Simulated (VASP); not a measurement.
Here is a VASP 6.6.1 calculation.

INCAR

```
SYSTEM = In3GaP4
  PREC = Accurate
  ENCUT = 520
  EDIFF = 1E-6
  ISMEAR = -1
  SIGMA = 0.05
  LREAL = .False.
  LASPH = .True.
  NELM = 80
  ALGO = Normal
  ISIF = 2
  LWAVE = .False.
  LCHARG = .False.
  GGA = PS
  NBANDS = 46
  NELECT = 74.0
```

KPOINTS

```
Automatic mesh
0
Gamma
  4 4 1
  0 0 0
```

File POSCAR:

```
In3GaP4
1.0
    3.8334610000      0.0000000000      0.0000000000
   -1.9167310000      3.3198750000      0.0000000000
    0.0000000000      0.0000000000     13.9968150000
Ga In P
1 3 4
Direct
    0.3457450000      0.6170070000      0.9977900000
    0.2866750000      0.6886300000      0.4824490000
    0.6725340000      0.3685420000      0.2238570000
    0.6827920000      0.3113940000      0.7374980000
    0.3455830000      0.7324950000      0.1713500000
    0.3882830000      0.6436340000      0.6854580000
    0.6566390000      0.3132030000      0.4237170000
    0.6822950000      0.3065860000      0.9227480000
```

Potentials or basis: VASP PAW PBE potentials, release 64 (Ga_d, In_d, P).

Launch:

```bash
$ cat potpaw_PBE.64/Ga_d/POTCAR potpaw_PBE.64/In_d/POTCAR potpaw_PBE.64/P/POTCAR > POTCAR
$ mpirun -np 1 vasp_std > vasp.out
```

Problem. What does it give for the largest force?

Solution. 3.622 eV/Å.

Forces in eV/Å, atoms in the order of the input:
```
Ga  -0.188  0.362 -0.786
In   1.975 -1.418  2.684
In  -0.403  1.757  2.598
In   2.449 -0.551  2.319
P    0.280 -1.780 -2.526
P   -2.410  0.504 -2.591
P   -1.972  1.501 -2.576
P    0.268 -0.375  0.879
```

Caveat: the k points lie up to 0.47 Å⁻¹ apart, too coarse for converged energies and pressures of a metal; the cell carries a net charge on a neutralising background, which shifts energy and pressure; the cell is charged against a uniform background, so pressure and absolute levels hang on convention; semilocal functionals underestimate gaps, and a narrow one can read as zero; the PAW data sets were made with another functional, which shifts forces and pressure a little; spin-orbit coupling is left out, which moves the levels of the heavy elements.
